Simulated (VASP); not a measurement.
Write the native input for VASP 6.6.1 that does the following.

```
Task                   : single point
Functional             : LDA
Potentials or basis    : VASP PAW LDA potentials, release 64 (Li_sv, Os)
Cutoff                 : 750 eV
k mesh                 : 6 × 6 × 6
Occupations            : fermi-dirac, width 0.1 eV
Spin                   : no spin polarisation
Dipole correction      : no
Further INCAR settings : ALGO = Normal; EDIFF = 1e-06; NBANDS = 30
```

The structure of Li5Os3 lies in POSCAR:

```
Li5Os3
1.0
   -2.8512195178      2.8512195178      2.8512195178
    2.8512195178     -2.8512195178      2.8512195178
    2.8512195178      2.8512195178     -2.8512195178
Li Os
5 3
Direct
    0.0000000000      0.0000000000      0.0000000000
    0.0000000000      0.5000000000      0.5000000000
    0.5000000000      0.0000000000      0.5000000000
    0.5000000000      0.5000000000      0.0000000000
    0.5000000000      0.5000000000      0.5000000000
    0.0000000000      0.0000000000      0.5000000000
    0.0000000000      0.5000000000      0.0000000000
    0.5000000000      0.0000000000      0.0000000000
```

These files were run (other wordings do the same):

INCAR

```
SYSTEM = Li5Os3
PREC = Accurate ; ENCUT = 750
EDIFF = 1E-6 ; ISMEAR = -1
SIGMA = 0.1 ; LREAL = .FALSE.
LASPH = .TRUE. ; NELM = 120
ALGO = Normal ; ISIF = 2
LWAVE = .FALSE. ; LCHARG = .FALSE.
NBANDS = 30 ; GGA_COMPAT = .FALSE.
```

KPOINTS

```
Automatic mesh
0
G
  6 6 6
  0 0 0
```

Potentials or basis: VASP PAW LDA potentials, release 64 (Li_sv, Os).

The run is started by

```sh
$ cat potpaw_LDA.64/Li_sv/POTCAR potpaw_LDA.64/Os/POTCAR > POTCAR
$ mpirun -np 1 vasp_std > vasp.out
```

It gave:

- Pressure: 0.1 GPa
- Band gap on the k mesh: zero (an odd number of electrons rules out a gap without spin polarisation)

Caveat: spin-orbit coupling is left out, which moves the levels of the heavy elements.

Run time: 47 s on 1 thread of AMD EPYC 9R45 96-Core Processor (Zen 5), with other jobs on the host, peak memory 0.25 GiB.
